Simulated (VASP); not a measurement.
A run of VASP 6.6.1 is set up as follows.

The input INCAR:

```
SYSTEM = BaTiO3
PREC = Accurate
ENCUT = 600
EDIFF = 1E-6
ISMEAR = 0
SIGMA = 0.02
LREAL = .False.
LASPH = .True.
NELM = 80
ALGO = Normal
ISIF = 4
LWAVE = .False.
LCHARG = .False.
GGA = PE
IBRION = 2
NSW = 50
EDIFFG = -0.01
```

Contents of KPOINTS:

```
regular mesh
0
Gamma
  8 8 8
  0 0 0
```

The input POSCAR:

```
BaTiO3
1.0
    3.9115194291      0.0000000000      0.0000000000
    0.0000000000      3.9115194291      0.0000000000
    0.0000000000      0.0000000000      3.9695536357
Ba Ti O
1 1 3
Direct
    0.0000000000      0.0000000000      0.0008432487
    0.5000000000      0.5000000000      0.4868592041
    0.5000000000      0.5000000000      0.0234865475
    0.5000000000      0.0000000000      0.5159054999
    0.0000000000      0.5000000000      0.5159054999
```

Potentials or basis: VASP PAW PBE potentials, release 64 (Ba_sv, Ti_sv, O).

Run with:

```console
$ cat potpaw_PBE.64/Ba_sv/POTCAR potpaw_PBE.64/Ti_sv/POTCAR potpaw_PBE.64/O/POTCAR > POTCAR
$ mpirun -np 1 vasp_std > vasp.out
```

Predict the band gap on the k mesh.

1.86 eV (least direct gap 2.00 eV).

Final structure:
```
Ba Ti O
1.0
     3.92701    0.00000    0.00000
     0.00000    3.92701    0.00000
     0.00000    0.00000    3.93830
Ba Ti O
1 1 3
Direct
  0.00000 0.00000 0.00617
  0.50000 0.50000 0.49932
  0.50000 0.50000 0.01386
  0.50000 0.00000 0.51182
  0.00000 0.50000 0.51182
```

Caveat: spin-orbit coupling is left out, which moves the levels of the heavy elements. A k mesh can miss the band edges.
